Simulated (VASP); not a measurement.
# Ta: single point with PBE

Crystal: Ta.

```
CELL_PARAMETERS angstrom
-1.65556 1.65556 1.65556
1.65556 -1.65556 1.65556
1.65556 1.65556 -1.65556
ATOMIC_POSITIONS crystal
Ta 0.00000 0.00000 0.00000
```

| Quantity | Value |
| --- | --- |
| Program | VASP 6.6.1 |
| Task | single point |
| Functional | PBE |
| Potentials or basis | VASP PAW PBE potentials, release 64 (Ta_pv) |
| Cutoff | 520 eV |
| k mesh | 10 × 10 × 10 |
| Occupations | fermi-dirac, width 0.02 eV |
| Spin | no spin polarisation |

| Item | Value |
| --- | --- |
| Pressure | 3.3 GPa |

Levels at points of the mesh, in eV from the Fermi level:
```tsv
k point	band 1	band 2	band 3	band 4	band 5	band 6	band 7	band 8	band 9	band 10
(0.00, 0.00, 0.00)	-33.17	-33.17	-33.17	-7.91	0.69	0.69	0.69	3.93	3.93	14.59
(0.50, 0.00, 0.00)	-34.31	-33.54	-33.18	-4.38	-1.56	1.52	3.81	4.82	7.66	11.56
(0.50, 0.50, 0.50)	-33.97	-33.97	-33.97	-3.79	-3.79	6.72	6.72	6.72	8.55	8.55
```

It took 13 s on 1 thread of Intel Xeon 8259CL, with other jobs on the host, peak memory 0.14 GiB.

Caveat: spin-orbit coupling is left out, which moves the levels of the heavy elements.
